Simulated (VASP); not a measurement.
# ZnSe (F-43m) in VASP: a series of runs, part 2 of 2

VASP 6.6.1. The steps go on from the part before.

### 3 Single point, PBE+D3(BJ)

This run uses another cell than the first one, of 21.54 Å³/atom.

INCAR reads:

```
SYSTEM = ZnSe
PREC = Accurate ; ENCUT = 500
EDIFF = 1E-6 ; ISMEAR = 0
SIGMA = 0.01 ; LREAL = .FALSE.
LASPH = .TRUE. ; NELM = 120
ALGO = Normal ; ISIF = 2
LWAVE = .FALSE. ; LCHARG = .FALSE.
GGA = PE ; IVDW = 12
NBANDS = 16 ; GGA_COMPAT = .FALSE.
```

KPOINTS reads:

```
Automatic mesh
0
G
  6 6 6
  0 0 0
```

POSCAR reads:

```
ZnSe
1.0
    0.0000000000      2.7824981936      2.7824981936
    2.7824981936      0.0000000000      2.7824981936
    2.7824981936      2.7824981936      0.0000000000
Zn Se
1 1
Direct
    0.0000000000      0.0000000000      0.0000000000
    0.2500000000      0.2500000000      0.2500000000
```

Potentials or basis: VASP PAW PBE potentials, release 64 (Zn, Se).

On the command line:

```
$ cat potpaw_PBE.64/Zn/POTCAR potpaw_PBE.64/Se/POTCAR > POTCAR
$ mpirun -np 1 vasp_std > vasp.out
```

Run time: 15 s. Hardware: 1 thread of Intel Xeon Platinum 8259CL at 2.50GHz (Skylake/Cascade Lake), shared host; peak memory 0.18 GiB.

It converged, with:

| Item | Value |
| --- | --- |
| Free energy | -6.6337 eV |
| Pressure | 3.7 GPa |
| Band gap on the k mesh | 1.51 eV |
| Dispersion energy per atom | -0.342 eV |

Levels at points of the mesh, in eV from the valence-band top:
```
           k point  band 5  band 6  band 7  band 8  band 9  band 10  band 11  band 12  band 13  band 14
(0.00, 0.00, 0.00)   -6.34   -6.34    0.00    0.00    0.00     1.52     5.77     5.77     5.77    10.14
(0.50, 0.00, 0.00)   -6.32   -6.17   -5.59   -0.95   -0.95     2.64     6.36     6.36     8.71    11.25
(0.50, 0.50, 0.00)   -6.29   -6.14   -5.00   -2.39   -2.39     2.85     3.44    11.16    11.63    11.63
```

Caveat: the cell stands under pressure. A hybrid or GW would open this gap; PBE tends to underestimate it.

### 4 Single point, PBE+D3(BJ)

This run uses another cell than the first one, of 22.15 Å³/atom.

INCAR reads:

```
  PREC = Accurate
  ENCUT = 500
  EDIFF = 1E-6
  ISMEAR = 0
  SIGMA = 0.01
  LREAL = F
  LASPH = T
  NELM = 120
  ALGO = Normal
  ISIF = 2
  LWAVE = F
  LCHARG = F
  GGA = PE
  IVDW = 12
  NBANDS = 16
  GGA_COMPAT = F
```

KPOINTS reads:

```
regular mesh
0
Gamma
  6 6 6
```

POSCAR reads:

```
ZnSe
1.0
    0.0000000000      2.8083833842      2.8083833842
    2.8083833842      0.0000000000      2.8083833842
    2.8083833842      2.8083833842      0.0000000000
Zn Se
1 1
Direct
    0.0000000000      0.0000000000      0.0000000000
    0.2500000000      0.2500000000      0.2500000000
```

Potentials or basis: VASP PAW PBE potentials, release 64 (Zn, Se).

On the command line:

```
$ cat potpaw_PBE.64/Zn/POTCAR potpaw_PBE.64/Se/POTCAR > POTCAR
$ mpirun -np 1 vasp_std > vasp.out
```

OUTCAR:

```text
PREC = Accurate
   ENCUT = 500
   EDIFF = 1E-6
   ISMEAR = 0
   LREAL = F
   LASPH = T
   NELM = 120
   ISIF = 2
   GGA = PE
   IVDW = 12
 IVDW          = 12

 ion  position               nearest neighbor table
   1  0.000  0.000  0.000-   2 2.43   2 2.43   2 2.43   2 2.43
   2  0.250  0.250  0.250-   1 2.43   1 2.43   1 2.43   1 2.43

  LATTYP: Found a face centered cubic cell.
 ALAT       =     5.6167667684

  Lattice vectors:

 A1 = (   0.0000000000,   2.8083833842,   2.8083833842)
[... 479 lines left out ...]

------------------------ aborting loop because EDIFF is reached ----------------------------------------

 Edisp (eV)   -0.66412

 E8    (eV) :    -0.2780

  FORCE on cell =-STRESS in cart. coord.  units (eV):
  Direction    XX          YY          ZZ          XY          YZ          ZX
  --------------------------------------------------------------------------------------
  -------------------------------------------------------------------------------------
  Total       0.44975     0.44975     0.44975     0.00000     0.00000     0.00000
  in kB      16.26607    16.26607    16.26607     0.00000     0.00000     0.00000
  external pressure =       16.27 kB  Pullay stress =        0.00 kB

 VOLUME and BASIS-vectors are now :
 -----------------------------------------------------------------------------
  energy-cutoff  :      500.00
  volume of cell :       44.30
      direct lattice vectors                 reciprocal lattice vectors
     0.000000000  2.808383384  2.808383384    -0.178038370  0.178038370  0.178038370
     2.808383384  0.000000000  2.808383384     0.178038370 -0.178038370  0.178038370
     2.808383384  2.808383384  0.000000000     0.178038370  0.178038370 -0.178038370

 POSITION                                       TOTAL-FORCE (eV/Angst)
 -----------------------------------------------------------------------------------
      0.00000      0.00000      0.00000        -0.000000      0.000000      0.000000
      1.40419      1.40419      1.40419         0.000000     -0.000000     -0.000000
 -----------------------------------------------------------------------------------
    total drift:                                0.000000      0.000000      0.000000

  FREE ENERGIE OF THE ION-ELECTRON SYSTEM (eV)
  ---------------------------------------------------
  free  energy   TOTEN  =        -6.6538591803 eV

  energy  without entropy=       -6.6538591803  energy(sigma->0) =       -6.65385918
```

OSZICAR:

```text
N       E                     dE             d eps       ncg     rms          rms(c)
DAV:   1     0.856050563671E+02    0.85605E+02   -0.87965E+03   512   0.126E+03
DAV:   2    -0.973903697862E+00   -0.86579E+02   -0.81548E+02   576   0.246E+02
DAV:   3    -0.623842052782E+01   -0.52645E+01   -0.52450E+01   624   0.599E+01
DAV:   4    -0.627939717977E+01   -0.40977E-01   -0.40974E-01   640   0.553E+00
DAV:   5    -0.627958518690E+01   -0.18801E-03   -0.18801E-03   616   0.348E-01    0.500E+00
DAV:   6    -0.600955600146E+01    0.27003E+00   -0.53129E-01   728   0.243E+01    0.379E+00
DAV:   7    -0.598964499585E+01    0.19911E-01   -0.16069E-01   568   0.357E+00    0.161E+00
DAV:   8    -0.598941963941E+01    0.22536E-03   -0.44840E-03   720   0.712E-01    0.464E-01
DAV:   9    -0.598963734017E+01   -0.21770E-03   -0.11217E-03   552   0.256E-01    0.661E-02
DAV:  10    -0.598975110132E+01   -0.11376E-03   -0.22838E-04   648   0.111E-01    0.258E-02
DAV:  11    -0.598973762787E+01    0.13473E-04   -0.44155E-05   584   0.548E-02    0.510E-03
DAV:  12    -0.598973855836E+01   -0.93049E-06   -0.57295E-06   672   0.142E-02
   1 F= -.66538592E+01 E0= -.66538592E+01  d E =-.331001E-14
```

stdout:

```text
POSCAR found type information on POSCAR ZnSe
 POSCAR found :  2 types and       2 ions
 scaLAPACK will be used
 LDA part: xc-table for (Slater+PW92), standard interpolation
 POSCAR, INCAR and KPOINTS ok, starting setup
 FFT: planning ... GRIDC
 FFT: planning ... GRID_SOFT
 FFT: planning ... GRID
 WAVECAR not read
 entering main loop
```

It took 16 s on 1 thread of Intel Xeon Platinum 8259CL at 2.50GHz (Skylake/Cascade Lake), shared host; peak memory 0.17 GiB.

What came out:

```
Free energy                : -6.6539 eV
Pressure                   : 1.6 GPa
Band gap on the k mesh     : 1.40 eV
Dispersion energy per atom : -0.332 eV
```

### 5 The runs side by side

| cell | gap on the mesh (eV) | pressure (GPa) |
| --- | --- | --- |
| a = 3.898 Å, angles 60.0°, 2 atoms | 1.64 | 6.1 |
| a = 3.935 Å, angles 60.0°, 2 atoms | 1.51 | 3.7 |
| a = 3.972 Å, angles 60.0°, 2 atoms | 1.40 | 1.6 |

Alike in all rows: task single point; level PBE+D3(BJ); potentials or basis VASP PAW PBE potentials, release 64 (Zn, Se); no spin polarisation; k mesh 6 × 6 × 6; cutoff (eV) 500; smearing gaussian 0.01 eV.

Caveats: the cell stands under pressure (at least some runs).

Total energies depend on the potentials used, so only differences within one code and one set of settings carry meaning.
